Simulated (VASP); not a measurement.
# Mn (Fd-3m) in VASP: further runs

Mn is run at these levels: PBE; tasks: single point.

All numbers are computed with VASP 6.6.1; they aren't measurements. Logs are shortened: lines on timing, memory, paths and dates and some standing lists are left out, and cuts for length are marked.

## 1. The cell of the first run

Symmetry: Fd-3m, No. 227, cubic system. Conventional cell: a = 4.397 Å, b = 4.397 Å, c = 4.397 Å, α = 90.00°, β = 90.00°, γ = 90.00°. Within 2.5 Å of Mn (site symmetry -43m) lie 4 Mn at 1.90 Å.

## 2. Single point, PBE, collinear spin, ferromagnetic start (volume scaled by 0.7)

Contents of INCAR:

```
SYSTEM = Mn
  PREC = Accurate
  ENCUT = 520
  EDIFF = 1E-7
  ISMEAR = -1
  SIGMA = 0.1
  LREAL = .False.
  LASPH = .True.
  NELM = 150
  ALGO = Normal
  ISIF = 2
  LWAVE = .False.
  LCHARG = .False.
  ISPIN = 2
  MAGMOM = 3 3
  LORBIT = 11
  LMAXMIX = 4
  GGA = PE
  NBANDS = 24
```

Contents of KPOINTS:

```
Automatic mesh
0
Gamma
  14 14 14
  0 0 0
```

Contents of POSCAR:

```
Mn
1.0
    0.0000000000      2.1985863434      2.1985863434
    2.1985863434      0.0000000000      2.1985863434
    2.1985863434      2.1985863434      0.0000000000
Mn
2
Direct
   -0.1250000000     -0.1250000000     -0.1250000000
    0.1250000000      0.1250000000      0.1250000000
```

Potentials or basis: VASP PAW PBE potentials, release 64 (Mn_pv).

Launch:

```
cat potpaw_PBE.64/Mn_pv/POTCAR > POTCAR
mpirun -np 1 vasp_std > vasp.out
```

OUTCAR:

```text
SYSTEM = Mn
   PREC = Accurate
   ENCUT = 520
   EDIFF = 1E-7
   ISMEAR = -1
   LREAL = .False.
   LASPH = .True.
   NELM = 150
   ISIF = 2
   ISPIN = 2
   LORBIT = 11
   GGA = PE

 ion  position               nearest neighbor table
   1  0.875  0.875  0.875-   2 1.90   2 1.90   2 1.90   2 1.90
   2  0.125  0.125  0.125-   1 1.90   1 1.90   1 1.90   1 1.90

  LATTYP: Found a face centered cubic cell.
 ALAT       =     4.3971726868

  Lattice vectors:

 A1 = (   0.0000000000,   2.1985863434,   2.1985863434)
 A2 = (   2.1985863434,   0.0000000000,   2.1985863434)
 A3 = (   2.1985863434,   2.1985863434,   0.0000000000)

Analysis of symmetry for initial positions (statically):
=====================================================================
 Subroutine PRICEL returns:
 Original cell was already a primitive cell.

 Routine SETGRP: Setting up the symmetry group for a
 face centered cubic supercell.

 Subroutine GETGRP returns: Found 48 space group operations
 (whereof 12 operations were pure point group operations)
 out of a pool of 48 trial point group operations.

The static configuration has the point symmetry D_3d.
 The point group associated with its full space group is O_h .

Analysis of symmetry for dynamics (positions and initial velocities):
=====================================================================
 Subroutine PRICEL returns:
 Original cell was already a primitive cell.

 Routine SETGRP: Setting up the symmetry group for a
 face centered cubic supercell.

 Subroutine GETGRP returns: Found 48 space group operations
 (whereof 12 operations were pure point group operations)
 out of a pool of 48 trial point group operations.

The dynamic configuration has the point symmetry D_3d.
 The point group associated with its full space group is O_h .

Analysis of structural, dynamic, and magnetic symmetry:
=====================================================================
 Subroutine PRICEL returns:
 Original cell was already a primitive cell.

 Routine SETGRP: Setting up the symmetry group for a
 face centered cubic supercell.

 Subroutine GETGRP returns: Found 48 space group operations
 (whereof 12 operations were pure point group operations)
 out of a pool of 48 trial point group operations.

The overall configuration has the point symmetry D_3d.
 The point group associated with its full space group is O_h .

 Subroutine INISYM returns: Found 48 space group operations
 (whereof 12 operations are pure point group operations),
 and found     1 'primitive' translations

----------------------------------------------------------------------------------------

                                     Primitive cell

  volume of cell :      21.2550

  direct lattice vectors                    reciprocal lattice vectors
     0.000000000  2.198586343  2.198586343    -0.227418860  0.227418860  0.227418860
     2.198586343  0.000000000  2.198586343     0.227418860 -0.227418860  0.227418860
     2.198586343  2.198586343  0.000000000     0.227418860  0.227418860 -0.227418860

  length of vectors
     3.109270625  3.109270625  3.109270625     0.393901020  0.393901020  0.393901020

  position of ions in fractional coordinates (direct lattice)
     0.875000000  0.875000000  0.875000000
     0.125000000  0.125000000  0.125000000

  ion indices of the primitive-cell ions
   primitive index   ion index
                 1           1
                 2           2

----------------------------------------------------------------------------------------

 KPOINTS: Automatic mesh

Automatic generation of k-mesh.
 Grid dimensions read from file:
 generate k-points for:   14   14   14

 Generating k-lattice:

  Cartesian coordinates                     Fractional coordinates (reciprocal lattice)
    -0.016244204  0.016244204  0.016244204     0.071428571  0.000000000  0.000000000
     0.016244204 -0.016244204  0.016244204     0.000000000  0.071428571  0.000000000
     0.016244204  0.016244204 -0.016244204     0.000000000  0.000000000  0.071428571

  Length of vectors
     0.028135787  0.028135787  0.028135787

  Shift w.r.t. Gamma in fractional coordinates (k-lattice)
     0.000000000  0.000000000  0.000000000

 Subroutine IBZKPT returns following result:
 ===========================================

 Found    104 irreducible k-points:

 Following reciprocal coordinates:
            Coordinates               Weight
  0.000000  0.000000  0.000000      1.000000
  0.071429  0.000000  0.000000      8.000000
  0.142857  0.000000  0.000000      8.000000
  0.214286  0.000000  0.000000      8.000000
  0.285714  0.000000  0.000000      8.000000
  0.357143  0.000000  0.000000      8.000000
[... 16 lines left out ...]
  0.214286  0.142857  0.000000     24.000000
  0.285714  0.142857  0.000000     24.000000
 [... further k-points ...]
   k-points           NKPTS =    104   k-points in BZ     NKDIM =    104   number of bands    NBANDS=     24
   number of dos      NEDOS =    301   number of ions     NIONS =      2
   total plane-waves  NPLWV =  13824
   dimension x,y,z NGX =    24 NGY =   24 NGZ =   24
   dimension x,y,z NGXF=    48 NGYF=   48 NGZF=   48
   ions per type =               2
   NGX,Y,Z   is equivalent  to a cutoff of  12.83, 12.83, 12.83 a.u.
   NGXF,Y,Z  is equivalent  to a cutoff of  25.66, 25.66, 25.66 a.u.
 SYSTEM =  Mn
   PREC   = accura    normal or accurate (medium, high low for compatibility)
   ISTART =      0    job   : 0-new  1-cont  2-samecut
   ICHARG =      2    charge: 1-file 2-atom 10-const
   ISPIN  =      2    spin polarized calculation?
   LNONCOLLINEAR =      F non collinear calculations
   LSORBIT =      F    spin-orbit coupling
   LASPH  =      T    aspherical Exc in radial PAW
   ENCUT  =  520.0 eV  38.22 Ry    6.18 a.u.   5.78  5.78  5.78*2*pi/ulx,y,z
   NELM   =    150;   NELMIN=  2; NELMDL= -5     # of ELM steps
   EDIFF  = 0.1E-06   stopping-criterion for ELM
   LREAL  =      F    real-space projection
   EDIFFG = 0.1E-05   stopping-criterion for IOM
   NSW    =      0    number of steps for IOM
   IBRION =     -1    ionic relax: 0-MD 1-quasi-New 2-CG
   NFREE  =      0    steps in history (QN), initial steepest desc. (CG)
   ISIF   =      2    stress and relaxation
   ISYM   =      2    0-nonsym 1-usesym 2-fastsym
   POTIM  = 0.5000    time-step for ionic-motion
   TEBEG  =    0.0;   TEEND  =   0.0 temperature during run
   PSTRESS=    0.0 pullay stress
   NELECT =      26.0000    total number of electrons
   NUPDOWN=      -1.0000    fix difference up-down
   EMIN   =  10.00;   EMAX   =-10.00  energy-range for DOS
   EFERMI =   0.00;   METHOD = LEGACY
   ISMEAR =    -1;   SIGMA  =   0.10  broadening in eV -4-tet -1-fermi 0-gaus
   EFERMI_NEDOS =   21; number of points for ismear=-14 and -15
   IALGO  =     38    algorithm
   IMIX   =      4    mixing-type and parameters
     AMIX     =   0.40;   BMIX     =  1.00
     AMIX_MAG =   1.60;   BMIX_MAG =  1.00
  volume/ion in A,a.u.               =      10.63        71.72
  Fermi-wavevector in a.u.,A,eV,Ry     =   1.750837  3.308602 41.707718  3.065431
  Thomas-Fermi vector in A             =   2.821479
   LORBIT       =     11    0 simple, 1 ext, 2 COOP (PROOUT), +10 PAW based schemes
   GGA     = PE    functional components
   LHFCALC =     F    Hartree Fock is set to
   AEXX    =    0.0000 exact exchange contribution
   IVDW    =     0    specifies the selected vdW correction
   LEPSILON=     F    determine dielectric tensor
   LRPA    =     F    only Hartree local field effects (RPA)
 spin polarized calculation
  energy-cutoff  :      520.00
  volume of cell :       21.25
 maximum number of plane-waves:       588
   NGX = 11   NGY = 11   NGZ = 11

 number of electron      26.0000010 magnetization      -0.0001271

 number of electron      26.0000010 magnetization       0.0000138

 Free energy of the ion-electron system (eV)
  ---------------------------------------------------
  ext. energy  EPLUGINS =         0.00000000
  ---------------------------------------------------
  free energy    TOTEN  =       -12.77935890 eV

  energy without entropy =      -12.71032404  energy(sigma->0) =      -12.74484147

 E-fermi :  10.6713     XC(G=0): -13.6786

 val. band max:       10.6576524667   @ k =  -0.3571   0.2857   0.0714
 cond. band min:      10.6790313398   @ k =  -0.2857   0.4286   0.1429
 fundamental gap:      0.0213788731
 Fermi energy:        10.6712810098

 spin component 1

 k-point     1 :       0.0000    0.0000    0.0000
  band No.  band energies     occupation
      1     -38.0118      1.00000
      2     -38.0118      1.00000
      3     -38.0118      1.00000
      4     -36.2754      1.00000
      5     -36.2754      1.00000
      6     -36.2754      1.00000
[... 16 lines left out ...]
     23      30.1462      0.00000
     24      30.1462      0.00000

 k-point     2 :       0.0714    0.0000    0.0000
  band No.  band energies     occupation
      1     -38.0249      1.00000
      2     -38.0249      1.00000
      3     -38.0146      1.00000
      4     -36.2747      1.00000
      5     -36.2617      1.00000
      6     -36.2617      1.00000
[... 16 lines left out ...]
     23      30.3545      0.00000
     24      30.7173      0.00000

 k-point     3 :       0.1429    0.0000    0.0000
  band No.  band energies     occupation
      1     -38.0605      1.00000
      2     -38.0605      1.00000
      3     -38.0228      1.00000
      4     -36.2721      1.00000
      5     -36.2242      1.00000
      6     -36.2242      1.00000
[... 16 lines left out ...]
     23      30.6726      0.00000
     24      32.3884      0.00000
[... 514 lines left out ...]
 k-point    23 :       0.2143    0.1429    0.0000
  band No.  band energies     occupation
      1     -38.1713      1.00000
      2     -38.1690      1.00000
      3     -37.8934      1.00000
      4     -36.4109      1.00000
      5     -36.1112      1.00000
      6     -36.1108      1.00000
[... 16 lines left out ...]
     23      31.5048      0.00000
     24      32.2001      0.00000

 k-point    24 :       0.2857    0.1429    0.0000
  band No.  band energies     occupation
      1     -38.2343      1.00000
      2     -38.2199      1.00000
      3     -37.8679      1.00000
      4     -36.4385      1.00000
      5     -36.0574      1.00000
      6     -36.0503      1.00000
[... 16 lines left out ...]
     23      31.2480      0.00000
     24      32.5267      0.00000

 [... further k-points ...]

 spin component 2

 k-point     1 :       0.0000    0.0000    0.0000
  band No.  band energies     occupation
      1     -38.0118      1.00000
      2     -38.0118      1.00000
      3     -38.0118      1.00000
      4     -36.2754      1.00000
      5     -36.2754      1.00000
      6     -36.2754      1.00000
[... 16 lines left out ...]
     23      30.1462      0.00000
     24      30.1462      0.00000

 k-point     2 :       0.0714    0.0000    0.0000
  band No.  band energies     occupation
      1     -38.0249      1.00000
      2     -38.0249      1.00000
      3     -38.0146      1.00000
      4     -36.2747      1.00000
      5     -36.2617      1.00000
      6     -36.2617      1.00000
[... 16 lines left out ...]
     23      30.3545      0.00000
     24      30.7173      0.00000

 k-point     3 :       0.1429    0.0000    0.0000
  band No.  band energies     occupation
      1     -38.0605      1.00000
      2     -38.0605      1.00000
      3     -38.0228      1.00000
      4     -36.2721      1.00000
      5     -36.2242      1.00000
      6     -36.2242      1.00000
[... 16 lines left out ...]
     23      30.6726      0.00000
     24      32.3885      0.00000
[... 514 lines left out ...]
 k-point    23 :       0.2143    0.1429    0.0000
  band No.  band energies     occupation
      1     -38.1712      1.00000
      2     -38.1690      1.00000
      3     -37.8934      1.00000
      4     -36.4109      1.00000
      5     -36.1112      1.00000
      6     -36.1108      1.00000
[... 16 lines left out ...]
     23      31.5048      0.00000
     24      32.2001      0.00000

 k-point    24 :       0.2857    0.1429    0.0000
  band No.  band energies     occupation
      1     -38.2343      1.00000
      2     -38.2199      1.00000
      3     -37.8679      1.00000
      4     -36.4385      1.00000
      5     -36.0574      1.00000
      6     -36.0503      1.00000
[... 16 lines left out ...]
     23      31.2480      0.00000
     24      32.5267      0.00000

 [... further k-points ...]
[... 5 lines left out ...]
  --------------------------------------------------------------------------------------
  -------------------------------------------------------------------------------------
  Total       15.6611426     15.6611426     15.6611426     -0.0000000     -0.0000000      0.0000000
  in kB     1180.5202829   1180.5202829   1180.5202829     -0.0000000     -0.0000000      0.0000000
  external PRESSURE =    1180.5202829 kB  Pullay stress =       0.0000000 kB

 VOLUME and BASIS-vectors are now :
 -----------------------------------------------------------------------------
  energy-cutoff  :      520.00
  volume of cell :       21.25
      direct lattice vectors                 reciprocal lattice vectors
     0.000000000  2.198586343  2.198586343    -0.227418860  0.227418860  0.227418860
     2.198586343  0.000000000  2.198586343     0.227418860 -0.227418860  0.227418860
     2.198586343  2.198586343  0.000000000     0.227418860  0.227418860 -0.227418860

 POSITION                                       TOTAL-FORCE (eV/Angst)
 -----------------------------------------------------------------------------------
      3.84753      3.84753      3.84753         0.000000     -0.000000     -0.000000
      0.54965      0.54965      0.54965        -0.000000      0.000000      0.000000
 -----------------------------------------------------------------------------------
    total drift:                                0.000000      0.000000      0.000000

  FREE ENERGIE OF THE ION-ELECTRON SYSTEM (eV)
  ---------------------------------------------------
  free  energy   TOTEN  =       -12.7793589041 eV

  energy  without entropy=      -12.7103240428  energy(sigma->0) =      -12.74484147

 total charge

# of ion       s       p       d       tot
------------------------------------------
    1        0.590   6.412   5.802  12.804
    2        0.590   6.412   5.802  12.804
--------------------------------------------------
tot          1.180  12.824  11.605  25.609

 magnetization (x)

# of ion       s       p       d       tot
------------------------------------------
    1       -0.000   0.000   0.000   0.000
    2       -0.000   0.000   0.000   0.000
--------------------------------------------------
tot         -0.000   0.000   0.000   0.000
```

Wall time 92 s (1 thread of AMD EPYC 7R43 (Zen 3), shared host); peak memory 0.16 GiB.

Results:

```yaml
Free_energy: -12.7794 eV
Pressure: 118.1 GPa
Band_gap_on_the_k_mesh: zero (filled and empty bands overlap)
Net_moment: 0.00 μB per cell
Valence_electrons_inside_the_program's_atomic_spheres: Mn 12.80
```

Caveat: the starting moments collapsed, and a magnetic state may lie lower.

## 3. Single point, PBE, collinear spin, ferromagnetic start (volume scaled by 0.4)

Contents of INCAR:

```
PREC     = Accurate       # precision mode
ENCUT    = 520            # plane-wave cutoff, eV
EDIFF    = 1E-7           # SCF threshold, eV
ISMEAR   = -1             # smearing method
SIGMA    = 0.1            # smearing width, eV
LREAL    = F              # projectors in reciprocal space
LASPH    = T              # aspherical terms in the spheres
NELM     = 150            # most SCF steps
ALGO     = Normal         # electronic algorithm
ISIF     = 2              # what is computed and relaxed
LWAVE    = F              # write WAVECAR
LCHARG   = F              # write CHGCAR
ISPIN    = 2              # spin polarisation
MAGMOM   = 3 3            # initial moments
LORBIT   = 11             # projections on sites
LMAXMIX  = 4              # l up to which the mixer works
GGA      = PE             # functional
NBANDS   = 24             # bands
```

Contents of KPOINTS:

```
regular mesh
0
Gamma
  14 14 14
```

Contents of POSCAR:

```
Mn
1.0
    0.0000000000      1.8244452837      1.8244452837
    1.8244452837      0.0000000000      1.8244452837
    1.8244452837      1.8244452837      0.0000000000
Mn
2
Direct
   -0.1250000000     -0.1250000000     -0.1250000000
    0.1250000000      0.1250000000      0.1250000000
```

Potentials or basis: VASP PAW PBE potentials, release 64 (Mn_pv).

Launch:

```
cat potpaw_PBE.64/Mn_pv/POTCAR > POTCAR
mpirun -np 1 vasp_std > vasp.out
```

OUTCAR:

```text
PREC = Accurate
   ENCUT = 520
   EDIFF = 1E-7
   ISMEAR = -1
   LREAL = F
   LASPH = T
   NELM = 150
   ISIF = 2
   ISPIN = 2
   LORBIT = 11
   GGA = PE

 ion  position               nearest neighbor table
   1  0.875  0.875  0.875-   2 1.58   2 1.58   2 1.58   2 1.58   2 3.03   2 3.03   2 3.03   2 3.03
                             2 3.03   2 3.03   2 3.03   2 3.03   2 3.03   2 3.03   2 3.03   2 3.03
   2  0.125  0.125  0.125-   1 1.58   1 1.58   1 1.58   1 1.58   1 3.03   1 3.03   1 3.03   1 3.03
                             1 3.03   1 3.03   1 3.03   1 3.03   1 3.03   1 3.03   1 3.03   1 3.03

 -----------------------------------------------------------------------------
|                                                                             |
|           W    W    AA    RRRRR   N    N  II  N    N   GGGG   !!!           |
|           W    W   A  A   R    R  NN   N  II  NN   N  G    G  !!!           |
|           W    W  A    A  R    R  N N  N  II  N N  N  G       !!!           |
|           W WW W  AAAAAA  RRRRR   N  N N  II  N  N N  G  GGG   !            |
|           WW  WW  A    A  R   R   N   NN  II  N   NN  G    G                |
|           W    W  A    A  R    R  N    N  II  N    N   GGGG   !!!           |
[... 876 lines left out ...]
      6     -25.4206      1.00000
[... 637 lines left out ...]
     23      51.7139      0.00000
     24      52.1988      0.00000

 [... further k-points ...]
[... 5 lines left out ...]
  --------------------------------------------------------------------------------------
  -------------------------------------------------------------------------------------
  Total       68.9378042     68.9378042     68.9378042      0.0000000      0.0000000      0.0000000
  in kB     9093.8022054   9093.8022054   9093.8022054      0.0000000      0.0000000      0.0000000
  external PRESSURE =    9093.8022054 kB  Pullay stress =       0.0000000 kB

 VOLUME and BASIS-vectors are now :
 -----------------------------------------------------------------------------
  energy-cutoff  :      520.00
  volume of cell :       12.15
      direct lattice vectors                 reciprocal lattice vectors
     0.000000000  1.824445284  1.824445284    -0.274055903  0.274055903  0.274055903
     1.824445284  0.000000000  1.824445284     0.274055903 -0.274055903  0.274055903
     1.824445284  1.824445284  0.000000000     0.274055903  0.274055903 -0.274055903

 POSITION                                       TOTAL-FORCE (eV/Angst)
 -----------------------------------------------------------------------------------
      3.19278      3.19278      3.19278        -0.000000     -0.000000     -0.000000
      0.45611      0.45611      0.45611         0.000000      0.000000      0.000000
 -----------------------------------------------------------------------------------
    total drift:                                0.000000     -0.000000     -0.000000

  FREE ENERGIE OF THE ION-ELECTRON SYSTEM (eV)
  ---------------------------------------------------
  free  energy   TOTEN  =         9.7056239463 eV

  energy  without entropy=        9.7605650176  energy(sigma->0) =        9.73309448

 total charge

# of ion       s       p       d       tot
------------------------------------------
    1        0.695   6.915   7.104  14.714
    2        0.695   6.915   7.104  14.714
--------------------------------------------------
tot          1.389  13.830  14.209  29.428

 magnetization (x)

# of ion       s       p       d       tot
------------------------------------------
    1        0.000   0.000   0.000   0.000
    2        0.000   0.000   0.000   0.000
--------------------------------------------------
tot          0.000   0.000   0.000   0.000
```

It took 50 s on 1 thread of Intel Xeon 6975P-C (Granite Rapids), shared host; peak memory 0.16 GiB.

The run converged, but its numbers aren't listed here, since they failed a check.

Caveat: the starting moments collapsed, and a magnetic state may lie lower.

(Continued in part 2 of 2.)
